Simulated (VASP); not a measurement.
Cd: single point with PBE

The system is Cd.

```
Cd
1.0
     2.97887    0.00000    0.00000
    -1.48944    2.57978    0.00000
     0.00000    0.00000    5.61765
Cd
2
Direct
  0.33333 0.66667 0.25000
  0.66667 0.33333 0.75000
```

```yaml
Program: VASP 6.6.1
Task: single point
Functional: PBE
Potentials_or_basis: VASP PAW PBE potentials, release 64 (Cd)
Cutoff: 520 eV
k_mesh: 16 × 16 × 7
Occupations: fermi-dirac, width 0.05 eV
Spin: no spin polarisation
```

The pressure is 3.2 GPa and the band gap on the k mesh is zero (band 12 reaches 3.90 eV, above the bottom of band 13 at -0.05 eV).

Stress tensor (GPa, compression positive):
```
3.68 0.00 0.00
0.00 3.68 0.00
0.00 0.00 2.31
```

Levels at points of the mesh, in eV from the Fermi level:
```csv
k point,band 8,band 9,band 10,band 11,band 12,band 13,band 14,band 15,band 16,band 17
"(0.00, 0.00, 0.00)",-8.77,-8.77,-8.52,-8.52,-3.07,-3.06,10.54,14.43,14.85,14.86
"(0.50, 0.00, 0.00)",-8.55,-8.26,-8.23,-2.37,-1.87,1.96,3.00,3.15,5.22,8.36
```

It took 75 s on 1 thread of Intel Xeon 8259CL (shared host), peak memory 0.22 GiB.
